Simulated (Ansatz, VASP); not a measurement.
## Two plane-wave programs on Au

The input INCAR:

```
PREC     = Accurate       # precision mode
ENCUT    = 520            # plane-wave cutoff, eV
EDIFF    = 1E-7           # SCF threshold, eV
ISMEAR   = 0              # smearing method
SIGMA    = 0.15           # smearing width, eV
LREAL    = F              # projectors in reciprocal space
LASPH    = T              # aspherical terms in the spheres
NELM     = 100            # most SCF steps
ALGO     = Fast           # electronic algorithm
ISIF     = 2              # what is computed and relaxed
LWAVE    = F              # write WAVECAR
LCHARG   = F              # write CHGCAR
GGA      = PE             # functional
NBANDS   = 42             # bands
```

KPOINTS

```
regular mesh
0
Gamma
  18 18 4
```

POSCAR

```
Au
1.0
    2.0455000000     -2.0455000000      0.0000000000
    2.0455000000      0.0000000000     -2.0455000000
    8.0953974596      8.0953974596      8.0953974596
Au
6
Direct
    0.6666666667      0.6666666667      0.0842079676
    0.0000000000      0.0000000000      0.9264560928
    0.3333333333      0.3333333333      0.2526575926
    0.6666666667      0.6666666667      0.5895568427
    0.0000000000      0.0000000000      0.4211072177
    0.3333333333      0.3333333333      0.7580064677
```

Input for Ansatz:

```yaml
crystal:
  lattice:
    - [2.0455, -2.0455, 0.0]
    - [2.0455, 0.0, -2.0455]
    - [8.0953974596, 8.0953974596, 8.0953974596]
  atoms:
    - { symbol: Au, position: [0.6666666667, 0.6666666667, 0.0842079676] }
    - { symbol: Au, position: [0.0, 0.0, 0.9264560928] }
    - { symbol: Au, position: [0.3333333333, 0.3333333333, 0.2526575926] }
    - { symbol: Au, position: [0.6666666667, 0.6666666667, 0.5895568427] }
    - { symbol: Au, position: [0.0, 0.0, 0.4211072177] }
    - { symbol: Au, position: [0.3333333333, 0.3333333333, 0.7580064677] }
basis:
  ecutwfc: 420
kpoints:
  mp_grid: { grid: [18, 18, 4] }
hamiltonian:
  xc: pbe
scf:
  occupations: { method: gaussian, width: 0.15 }
output:
  forces: true
  stress: true
  eigenvalues: true
```

Alike in both runs: task single point; functional PBE; k mesh 18 × 18 × 4; occupations gaussian, width 0.15 eV; no spin polarisation.

```csv
,VASP,Ansatz
version,VASP 6.6.1,Ansatz 0.2.0
potentials or method,"VASP PAW PBE potentials, release 64 (Au), cutoff 520 eV","scalar-relativistic, plane waves, PAW"
valence electrons in the cell,66,114
```

VASP gave:

* gap on the k mesh at the Fermi level (eV): none
* pressure (GPa): 10.0
* traceless stress, the component that is largest in VASP (GPa): 0.20
* rms of the force components (eV/Å): 0.296

Estimate Ansatz's values.

gap on the k mesh at the Fermi level (eV): none; pressure (GPa): 10.3; traceless stress, the component that is largest in VASP (GPa): 0.20; rms of the force components (eV/Å): 0.298.

Atom by atom the forces differ by 0.002 eV/Å (rms over components). A gap of «none» marks a metal or a gap that the smearing closes. VASP's potentials hold 66 valence electrons a cell and Ansatz's 114, so a difference there can come from the potentials and not from the codes.

Neither program's run includes spin-orbit coupling.
